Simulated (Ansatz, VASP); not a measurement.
One calculation of Zr, two programs

```
Zr
1.0
    -1.78554    1.78554    1.78554
     1.78554   -1.78554    1.78554
     1.78554    1.78554   -1.78554
Zr
1
Direct
  0.00000 0.00000 0.00000
```

Change from the starting cell: volume scaled by 0.96, PAW files.

Alike in both runs: task electric field gradients; functional LDA; k mesh 16 × 16 × 16; occupations fermi-dirac, width 0.03 eV; no spin polarisation.

|  | VASP | Ansatz |
| --- | --- | --- |
| version | VASP 6.6.1 | Ansatz 0.2.0 |
| potentials or method | VASP PAW LDA potentials, release 64 (Zr_sv) | PAW with Ansatz's default frozen-core files, scalar-relativistic |
| plane-wave cutoff (eV) | 520 | 420 |
| valence electrons in the cell | 12 | 12 |

|  | VASP | Ansatz | Ansatz less VASP |
| --- | --- | --- | --- |
| pressure (GPa) | -6.6 | -6.6 | -0.08 |

LDA's correlation is that of Perdew and Zunger in VASP and of Perdew and Wang (1992) in Ansatz.
